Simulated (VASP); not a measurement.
The system is Hf.

```
Hf
1.0
     0.00000    2.24921    2.24921
     2.24921    0.00000    2.24921
     2.24921    2.24921    0.00000
Hf
1
Cartesian
  0.0000 0.0000 0.0000
```

This cell differs from its parent crystal: volume scaled by 1.04.

Program: VASP 6.6.1. Alike in all runs: task single point; no spin polarisation; cell as given; k mesh 10 × 10 × 10; cutoff (eV) 520; smearing fermi-dirac 0.05 eV.

Order these runs on this cell by their pressure, lowest first.
A. level PBEsol; potentials or basis VASP PAW PBE potentials, release 64 (Hf_pv)
B. level PBE; potentials or basis VASP PAW PBE potentials, release 64 (Hf_pv)
C. level LDA; potentials or basis VASP PAW LDA potentials, release 64 (Hf_pv)

C (-9.3 GPa), A (-5.9 GPa), B (-1.5 GPa).

Caveats: the PAW data sets were made with another functional, which shifts forces and pressure a little (some runs).
